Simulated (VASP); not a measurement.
# CsHCl (P4/nmm) in VASP: single point with r2SCAN

Aim: the single point of CsHCl with r2SCAN.

Everything below comes from runs of VASP 6.6.1. Logs are shortened: lines on timing, memory, paths and dates and some standing lists are left out, and cuts for length are marked.

### 1 The cell of the first run

It takes space group P4/nmm (No. 129, tetragonal). Conventional cell: a = 4.646 Å, b = 4.646 Å, c = 7.653 Å, α = 90.00°, β = 90.00°, γ = 90.00°. Cl (site symmetry 4mm) has 6 Cs at 3.39 to 4.26 Å and 4 H at 3.53 Å and 4 Cl at 4.03 Å within 4.5 Å. Cs (site symmetry 4mm) has 4 H at 2.82 Å and 5 Cl at 3.39 to 3.45 Å within 3.7 Å. Within 3.7 Å of H (site symmetry -4m2) lie 4 Cs at 2.82 Å and 4 H at 3.29 Å and 4 Cl at 3.53 Å.

### 2 Single point, r2SCAN

POSCAR

```
CsHCl
1.0
    4.6461430000      0.0000000000      0.0000000000
    0.0000000000      4.6461430000      0.0000000000
    0.0000000000      0.0000000000      7.6533410000
Cl Cs H
2 2 2
Direct
    0.2500000000      0.2500000000      0.6526000000
    0.7500000000      0.7500000000      0.3474000000
    0.2500000000      0.2500000000      0.2091000000
    0.7500000000      0.7500000000      0.7909000000
    0.7500000000      0.2500000000      0.0000000000
    0.2500000000      0.7500000000      0.0000000000
```

INCAR.step1

```
PREC = Accurate
ENCUT = 520
ISMEAR = -1
SIGMA = 0.1
LREAL = F
LASPH = T
NELM = 60
NBANDS = 26
GGA = PE
ALGO = Normal
EDIFF = 1E-4
LWAVE = T
LCHARG = F
```

INCAR.step2

```
PREC = Accurate
ENCUT = 520
EDIFF = 1E-7
ISMEAR = -1
SIGMA = 0.1
LREAL = F
LASPH = T
NELM = 60
ALGO = Normal
ISIF = 2
LWAVE = F
LCHARG = F
METAGGA = R2SCAN
LMIXTAU = T
NBANDS = 26
ISTART = 1
```

KPOINTS

```
regular mesh
0
Gamma
  7 7 5
```

Potentials or basis: VASP PAW PBE potentials, release 64 (Cl, Cs_sv, H).

Command:

```
$ cat potpaw_PBE.64/Cl/POTCAR potpaw_PBE.64/Cs_sv/POTCAR potpaw_PBE.64/H/POTCAR > POTCAR
$ cp INCAR.step1 INCAR
$ mpirun -np 1 vasp_std > vasp.out
$ cp INCAR.step2 INCAR
$ mpirun -np 1 vasp_std > vasp.out
```

OUTCAR:

```text
PREC = Accurate
   ENCUT = 520
   EDIFF = 1E-7
   ISMEAR = -1
   LREAL = F
   LASPH = T
   NELM = 60
   ISIF = 2
   METAGGA = R2SCAN
   ISTART = 1

 ion  position               nearest neighbor table
   1  0.250  0.250  0.653-
   2  0.750  0.750  0.347-
   3  0.250  0.250  0.209-
   4  0.750  0.750  0.791-
   5  0.750  0.250  0.000-
   6  0.250  0.750  0.000-

  LATTYP: Found a simple tetragonal cell.
 ALAT       =     4.6461430000
 C/A-ratio  =     1.6472461136

  Lattice vectors:

 A1 = (   4.6461430000,   0.0000000000,   0.0000000000)
 A2 = (   0.0000000000,   4.6461430000,   0.0000000000)
 A3 = (   0.0000000000,   0.0000000000,   7.6533410000)

Analysis of symmetry for initial positions (statically):
=====================================================================
 Subroutine PRICEL returns:
 Original cell was already a primitive cell.

 Routine SETGRP: Setting up the symmetry group for a
 simple tetragonal supercell.

 Subroutine GETGRP returns: Found 16 space group operations
 (whereof  4 operations were pure point group operations)
 out of a pool of 16 trial point group operations.

The static configuration has the point symmetry C_2h.
 The point group associated with its full space group is D_4h.

Analysis of symmetry for dynamics (positions and initial velocities):
=====================================================================
 Subroutine PRICEL returns:
 Original cell was already a primitive cell.

 Routine SETGRP: Setting up the symmetry group for a
 simple tetragonal supercell.

 Subroutine GETGRP returns: Found 16 space group operations
 (whereof  4 operations were pure point group operations)
 out of a pool of 16 trial point group operations.

The dynamic configuration has the point symmetry C_2h.
 The point group associated with its full space group is D_4h.

 Subroutine INISYM returns: Found 16 space group operations
 (whereof  4 operations are pure point group operations),
 and found     1 'primitive' translations

----------------------------------------------------------------------------------------

                                     Primitive cell

  volume of cell :     165.2100

  direct lattice vectors                    reciprocal lattice vectors
     4.646143000  0.000000000  0.000000000     0.215232291  0.000000000  0.000000000
     0.000000000  4.646143000  0.000000000     0.000000000  0.215232291  0.000000000
     0.000000000  0.000000000  7.653341000     0.000000000  0.000000000  0.130661890

  length of vectors
     4.646143000  4.646143000  7.653341000     0.215232291  0.215232291  0.130661890

  position of ions in fractional coordinates (direct lattice)
     0.250000000  0.250000000  0.652600000
     0.750000000  0.750000000  0.347400000
     0.250000000  0.250000000  0.209100000
     0.750000000  0.750000000  0.790900000
     0.750000000  0.250000000  0.000000000
     0.250000000  0.750000000  0.000000000

  ion indices of the primitive-cell ions
   primitive index   ion index
                 1           1
                 2           2
                 3           3
                 4           4
                 5           5
                 6           6

----------------------------------------------------------------------------------------

 KPOINTS: regular mesh

Automatic generation of k-mesh.
 Grid dimensions read from file:
 generate k-points for:    7    7    5

 Generating k-lattice:

  Cartesian coordinates                     Fractional coordinates (reciprocal lattice)
     0.030747470  0.000000000  0.000000000     0.142857143  0.000000000  0.000000000
     0.000000000  0.030747470  0.000000000     0.000000000  0.142857143  0.000000000
     0.000000000  0.000000000  0.026132378     0.000000000  0.000000000  0.200000000

  Length of vectors
     0.030747470  0.030747470  0.026132378

  Shift w.r.t. Gamma in fractional coordinates (k-lattice)
     0.000000000  0.000000000  0.000000000

 Subroutine IBZKPT returns following result:
 ===========================================

 Found     30 irreducible k-points:

 Following reciprocal coordinates:
            Coordinates               Weight
  0.000000  0.000000  0.000000      1.000000
  0.142857  0.000000  0.000000      4.000000
  0.285714  0.000000  0.000000      4.000000
  0.428571  0.000000  0.000000      4.000000
  0.142857  0.142857  0.000000      4.000000
  0.285714  0.142857  0.000000      8.000000
[... 16 lines left out ...]
  0.285714  0.000000  0.400000      8.000000
  0.428571  0.000000  0.400000      8.000000
 [... further k-points ...]
   k-points           NKPTS =     30   k-points in BZ     NKDIM =     30   number of bands    NBANDS=     26
   number of dos      NEDOS =    301   number of ions     NIONS =      6
   total plane-waves  NPLWV =  77760
   dimension x,y,z NGX =    36 NGY =   36 NGZ =   60
   dimension x,y,z NGXF=    72 NGYF=   72 NGZF=  120
   ions per type =               2   2   2
   NGX,Y,Z   is equivalent  to a cutoff of  12.88, 12.88, 13.03 a.u.
   NGXF,Y,Z  is equivalent  to a cutoff of  25.76, 25.76, 26.07 a.u.
 SYSTEM =  unknown system
   PREC   = accura    normal or accurate (medium, high low for compatibility)
   ISTART =      1    job   : 0-new  1-cont  2-samecut
   ICHARG =      0    charge: 1-file 2-atom 10-const
   ISPIN  =      1    spin polarized calculation?
   LNONCOLLINEAR =      F non collinear calculations
   LSORBIT =      F    spin-orbit coupling
   LASPH  =      T    aspherical Exc in radial PAW
   ENCUT  =  520.0 eV  38.22 Ry    6.18 a.u.   8.64  8.64 14.23*2*pi/ulx,y,z
   NELM   =     60;   NELMIN=  2; NELMDL=  0     # of ELM steps
   EDIFF  = 0.1E-06   stopping-criterion for ELM
   LREAL  =      F    real-space projection
   EDIFFG = 0.1E-05   stopping-criterion for IOM
   NSW    =      0    number of steps for IOM
   IBRION =     -1    ionic relax: 0-MD 1-quasi-New 2-CG
   NFREE  =      0    steps in history (QN), initial steepest desc. (CG)
   ISIF   =      2    stress and relaxation
   ISYM   =      2    0-nonsym 1-usesym 2-fastsym
   POTIM  = 0.5000    time-step for ionic-motion
   TEBEG  =    0.0;   TEEND  =   0.0 temperature during run
   PSTRESS=    0.0 pullay stress
   NELECT =      34.0000    total number of electrons
   NUPDOWN=      -1.0000    fix difference up-down
   EMIN   =  10.00;   EMAX   =-10.00  energy-range for DOS
   EFERMI =   0.00;   METHOD = LEGACY
   ISMEAR =    -1;   SIGMA  =   0.10  broadening in eV -4-tet -1-fermi 0-gaus
   EFERMI_NEDOS =   21; number of points for ismear=-14 and -15
   IALGO  =     38    algorithm
   IMIX   =      4    mixing-type and parameters
     AMIX     =   0.40;   BMIX     =  1.00
     AMIX_MAG =   1.60;   BMIX_MAG =  1.00
  volume/ion in A,a.u.               =      27.53       185.82
  Fermi-wavevector in a.u.,A,eV,Ry     =   0.966546  1.826507 12.710707  0.934211
  Thomas-Fermi vector in A             =   2.096356
   LORBIT       =      0    0 simple, 1 ext, 2 COOP (PROOUT), +10 PAW based schemes
   METAGGA = R2SCAN    functional components
   LHFCALC =     F    Hartree Fock is set to
   AEXX    =    0.0000 exact exchange contribution
   IVDW    =     0    specifies the selected vdW correction
   LEPSILON=     F    determine dielectric tensor
   LRPA    =     F    only Hartree local field effects (RPA)
 non-spin polarized calculation
  energy-cutoff  :      520.00
  volume of cell :      165.21
 maximum number of plane-waves:      4501
 NGX is ok and might be reduce to    36
   NGX = 17   NGY = 17   NGZ = 29

 number of electron      34.0000005 magnetization

 Free energy of the ion-electron system (eV)
  ---------------------------------------------------
  ext. energy  EPLUGINS =         0.00000000
  ---------------------------------------------------
  free energy    TOTEN  =       -71.13064428 eV

  energy without entropy =      -70.90038101  energy(sigma->0) =      -71.01551265

 E-fermi :  -1.3173     XC(G=0):  -8.3250

 val. band max:       -1.3235903394   @ k =   0.4286   0.4286   0.2000
 cond. band min:      -1.3073743185   @ k =   0.4286   0.1429   0.0000
 fundamental gap:      0.0162160209
 Fermi energy:        -1.3172602216

 k-point     1 :       0.0000    0.0000    0.0000
  band No.  band energies     occupation
      1     -21.0886      2.00000
      2     -21.0179      2.00000
      3     -14.4906      2.00000
      4     -14.3482      2.00000
      5      -8.0219      2.00000
      6      -7.5340      2.00000
[... 18 lines left out ...]
     25       7.6528      0.00000
     26       7.9464      0.00000

 k-point     2 :       0.1429    0.0000    0.0000
  band No.  band energies     occupation
      1     -21.0798      2.00000
      2     -21.0159      2.00000
      3     -14.4891      2.00000
      4     -14.3614      2.00000
      5      -8.0417      2.00000
      6      -7.6022      2.00000
[... 18 lines left out ...]
     25       7.6868      0.00000
     26       7.7713      0.00000

 k-point     3 :       0.2857    0.0000    0.0000
  band No.  band energies     occupation
      1     -21.0578      2.00000
      2     -21.0134      2.00000
      3     -14.4825      2.00000
      4     -14.3952      2.00000
      5      -8.0660      2.00000
      6      -7.7591      2.00000
[... 18 lines left out ...]
     25       7.5264      0.00000
     26       7.7169      0.00000

 k-point     4 :       0.4286    0.0000    0.0000
  band No.  band energies     occupation
      1     -21.0337      2.00000
      2     -21.0177      2.00000
      3     -14.4655      2.00000
      4     -14.4346      2.00000
      5      -8.0350      2.00000
      6      -7.9243      2.00000
[... 18 lines left out ...]
     25       7.8920      0.00000
     26       8.2280      0.00000

 k-point     5 :       0.1429    0.1429    0.0000
  band No.  band energies     occupation
      1     -21.0714      2.00000
      2     -21.0138      2.00000
      3     -14.4859      2.00000
      4     -14.3710      2.00000
      5      -8.0418      2.00000
      6      -7.6639      2.00000
[... 18 lines left out ...]
     25       7.5516      0.00000
     26       8.1017      0.00000

 k-point     6 :       0.2857    0.1429    0.0000
  band No.  band energies     occupation
      1     -21.0508      2.00000
      2     -21.0108      2.00000
      3     -14.4754      2.00000
      4     -14.3963      2.00000
      5      -8.0438      2.00000
      6      -7.8060      2.00000
[... 427 lines left out ...]
 k-point    21 :       0.0000    0.0000    0.4000
  band No.  band energies     occupation
      1     -21.0785      2.00000
      2     -21.0280      2.00000
      3     -14.5000      2.00000
      4     -14.3452      2.00000
      5      -7.9749      2.00000
      6      -7.5021      2.00000
[... 18 lines left out ...]
     25       7.8540      0.00000
     26       7.9639      0.00000

 k-point    22 :       0.1429    0.0000    0.4000
  band No.  band energies     occupation
      1     -21.0706      2.00000
      2     -21.0250      2.00000
      3     -14.4984      2.00000
      4     -14.3591      2.00000
      5      -7.9780      2.00000
      6      -7.5599      2.00000
[... 18 lines left out ...]
     25       7.7449      0.00000
     26       7.9452      0.00000

 k-point    23 :       0.2857    0.0000    0.4000
  band No.  band energies     occupation
      1     -21.0513      2.00000
      2     -21.0196      2.00000
      3     -14.4910      2.00000
      4     -14.3949      2.00000
      5      -7.9711      2.00000
      6      -7.6894      2.00000
[... 18 lines left out ...]
     25       7.9882      0.00000
     26       8.2421      0.00000

 k-point    24 :       0.4286    0.0000    0.4000
  band No.  band energies     occupation
      1     -21.0312      2.00000
      2     -21.0198      2.00000
      3     -14.4718      2.00000
      4     -14.4376      2.00000
      5      -7.9236      2.00000
      6      -7.8241      2.00000
[... 18 lines left out ...]
     25       8.2679      0.00000
     26       8.3331      0.00000

 [... further k-points ...]

------------------------ aborting loop because EDIFF is reached ----------------------------------------

  FORCE on cell =-STRESS in cart. coord.  units (eV):
  Direction    XX          YY          ZZ          XY          YZ          ZX
  --------------------------------------------------------------------------------------
  -------------------------------------------------------------------------------------
  Total        1.3073570      1.3073570     -1.1850718      0.0000000      0.0000000      0.0000000
  in kB       12.6785207     12.6785207    -11.4926193      0.0000000      0.0000000      0.0000000
  external PRESSURE =       4.6214740 kB  Pullay stress =       0.0000000 kB

 VOLUME and BASIS-vectors are now :
 -----------------------------------------------------------------------------
  energy-cutoff  :      520.00
  volume of cell :      165.21
      direct lattice vectors                 reciprocal lattice vectors
     4.646143000  0.000000000  0.000000000     0.215232291  0.000000000  0.000000000
     0.000000000  4.646143000  0.000000000     0.000000000  0.215232291  0.000000000
     0.000000000  0.000000000  7.653341000     0.000000000  0.000000000  0.130661890

 POSITION                                       TOTAL-FORCE (eV/Angst)
 -----------------------------------------------------------------------------------
      1.16154      1.16154      4.99457        -0.000000      0.000000      0.470406
      3.48461      3.48461      2.65877         0.000000     -0.000000     -0.470406
      1.16154      1.16154      1.60031        -0.000000      0.000000      0.343193
      3.48461      3.48461      6.05303         0.000000     -0.000000     -0.343193
      3.48461      1.16154      0.00000         0.000000     -0.000000      0.000000
      1.16154      3.48461      0.00000         0.000000     -0.000000      0.000000
 -----------------------------------------------------------------------------------
    total drift:                                0.000000      0.000000      0.000000

  FREE ENERGIE OF THE ION-ELECTRON SYSTEM (eV)
  ---------------------------------------------------
  free  energy   TOTEN  =       -71.1306442793 eV

  energy  without entropy=      -70.9003810149  energy(sigma->0) =      -71.01551265
```

It took 5.7 min on 1 thread of AMD EPYC 9R45 (Zen 5), shared host; peak memory 0.33 GiB.

What came out:

| Property | Result |
| --- | --- |
| Free energy | -71.1306 eV |
| Pressure | 0.5 GPa |
| Largest force | 0.470 eV/Å |
| Band gap on the k mesh | zero (band 17 reaches -1.28 eV, above the bottom of band 18 at -1.65 eV) |

Forces in eV/Å, atoms in the order of the input:
```
Cl   0.000  0.000  0.470
Cl   0.000  0.000 -0.470
Cs   0.000  0.000  0.343
Cs   0.000  0.000 -0.343
H    0.000  0.000  0.000
H    0.000  0.000  0.000
```

Levels at points of the mesh, in eV from the Fermi level:
| k point | band 15 | band 16 | band 17 | band 18 | band 19 | band 20 |
| --- | --- | --- | --- | --- | --- | --- |
| (0.00, 0.00, 0.00) | -0.36 | -0.36 | -0.34 | -0.33 | 6.68 | 6.71 |

Caveat: the PAW data sets were made with another functional, which shifts forces and pressure a little; spin-orbit coupling is left out, which moves the levels of the heavy elements.
